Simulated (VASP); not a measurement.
Pb, 1 atom in the cell. The typed cell holds 1 atom: a = 3.557 Å, b = 3.557 Å, c = 3.572 Å, α = 120.04°, β = 120.04°, γ = 60.29°. 

| Quantity | Value |
| --- | --- |
| Program | VASP 6.6.1 |
| Task | single point |
| Functional | PBE |
| Potentials or basis | VASP PAW PBE potentials, release 64 (Pb_d) |
| Cutoff | 520 eV |
| k mesh | 20 × 20 × 18 |
| Occupations | gaussian, width 0.1 eV |
| Spin | no spin polarisation |
| Dipole correction | no |
| Further INCAR settings | ALGO = Normal; EDIFF = 1e-06; NBANDS = 13 |

Potentials or basis: VASP PAW PBE potentials, release 64 (Pb_d).

Launch:

```bash
$ cat potpaw_PBE.64/Pb_d/POTCAR > POTCAR
$ mpirun -np 1 vasp_std > vasp.out
```

Hardware: 1 thread of AMD EPYC 9R45 96-Core Processor (Zen 5), on a shared host.

Q: How long does it take, and how much memory?

A: It took 6.6 min on 1 thread of AMD EPYC 9R45 96-Core Processor (Zen 5), with other jobs on the host, peak memory 0.74 GiB. Counts: scf iterations 11, k points 1902.
